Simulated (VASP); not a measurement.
Input of a VASP 6.6.1 run:

File INCAR:

```
PREC = Accurate
ENCUT = 520
EDIFF = 1E-7
ISMEAR = 0
SIGMA = 0.1
LREAL = False
LASPH = True
NELM = 80
ALGO = Fast
ISIF = 2
LWAVE = False
LCHARG = True
GGA = PE
LELF = True
LVHAR = True
NBANDS = 67
```

Contents of KPOINTS:

```
Automatic mesh
0
Gamma
  8 8 10
```

The input POSCAR:

```
HfSiW3
1.0
    2.2182617266    -11.4410115561      0.0000000000
    2.2182617266     11.4410115561      0.0000000000
    0.0000000000      0.0000000000      3.2596921045
Hf Si W
2 2 6
Direct
    0.7952489169      0.2047510831      0.0000000000
    0.2047510831      0.7952489169      0.0000000000
    0.3172031031      0.6827968969      0.5000000000
    0.6827968969      0.3172031031      0.5000000000
    0.0000000000      0.0000000000      0.0000000000
    0.0990843881      0.9009156119      0.5000000000
    0.9009156119      0.0990843881      0.5000000000
    0.4048537246      0.5951462754      0.0000000000
    0.5000000000      0.5000000000      0.5000000000
    0.5951462754      0.4048537246      0.0000000000
```

Potentials or basis: VASP PAW PBE potentials, release 64 (Hf_pv, Si, W_sv).

Command:

```console
$ cat potpaw_PBE.64/Hf_pv/POTCAR potpaw_PBE.64/Si/POTCAR potpaw_PBE.64/W_sv/POTCAR > POTCAR
$ mpirun -np 1 vasp_std > vasp.out
```

Question: Predict the largest force.

Answer: 0.039 eV/Å.

Question: Predict the pressure.

Answer: 0.1 GPa.

Question: Estimate the band gap on the k mesh.

Answer: Zero (bands 56 and 57 overlap by 1.05 eV).

Stress tensor (GPa, compression positive):
```
0.20 0.00 0.00
0.00 0.04 0.00
0.00 0.00 0.17
```

Caveat: spin-orbit coupling is left out, which moves the levels of the heavy elements.
